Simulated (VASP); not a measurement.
Here is a VASP 6.6.1 calculation.

The input INCAR:

```
PREC = Accurate
ENCUT = 520
EDIFF = 1E-7
ISMEAR = 0
SIGMA = 0.1
LREAL = False
LASPH = True
NELM = 60
ALGO = Fast
ISIF = 2
LWAVE = False
LCHARG = True
GGA = PE
LELF = True
LVHAR = True
NBANDS = 19
```

KPOINTS

```
regular mesh
0
Gamma
  12 12 12
```

The input POSCAR:

```
SnAs2
1.0
    2.6259157514      1.5160731660      2.8474971512
   -2.6259157514      1.5160731660      2.8474971512
    0.0000000000     -3.0321463319      2.8474971512
Sn As
1 2
Direct
    0.5000000000      0.5000000000      0.5000000000
    0.8383456459      0.8383456459      0.8383456459
    0.1616543541      0.1616543541      0.1616543541
```

Potentials or basis: VASP PAW PBE potentials, release 64 (Sn_d, As).

Command:

```bash
$ cat potpaw_PBE.64/Sn_d/POTCAR potpaw_PBE.64/As/POTCAR > POTCAR
$ mpirun -np 1 vasp_std > vasp.out
```

Q: Predict the band gap on the k mesh.

A: Zero (bands 12 and 13 overlap by 4.27 eV).

Q: Estimate the pressure.

A: 0.1 GPa.

Caveat: spin-orbit coupling is left out, which moves the levels of the heavy elements.
